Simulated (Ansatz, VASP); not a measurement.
## Two plane-wave programs on La

```
CELL_PARAMETERS angstrom
3.59962 0.00000 0.00000
-1.79981 3.11736 0.00000
0.00000 0.00000 11.55244
ATOMIC_POSITIONS crystal
La 0.00000 0.00000 0.00000
La 0.00000 0.00000 0.50000
La 0.33333 0.66667 0.75000
La 0.66667 0.33333 0.25000
```

Alike in both runs: task single point; functional LDA; k mesh 10 × 10 × 3; occupations fermi-dirac, width 0.03 eV; no spin polarisation.

|  | VASP | Ansatz |
| --- | --- | --- |
| version | VASP 6.6.1 | Ansatz 0.2.0 |
| potentials or method | VASP PAW LDA potentials, release 64 (La), cutoff 520 eV | plane waves (420 eV) with PAW, scalar-relativistic |
| valence electrons in the cell | 44 | 44 |

Ansatz gave:

```
pressure (GPa)                                                : -0.1
traceless stress, the component that is largest in VASP (GPa) : -0.18
```

Problem. What did VASP give for the same quantities?

Solution. Pressure (GPa): -0.2; traceless stress, the component that is largest in VASP (GPa): -0.18.

Ansatz warns that its potentials were made for another functional, while VASP's fit it. LDA's correlation is that of Perdew and Zunger in VASP and of Perdew and Wang (1992) in Ansatz.

Neither program's run includes spin-orbit coupling.
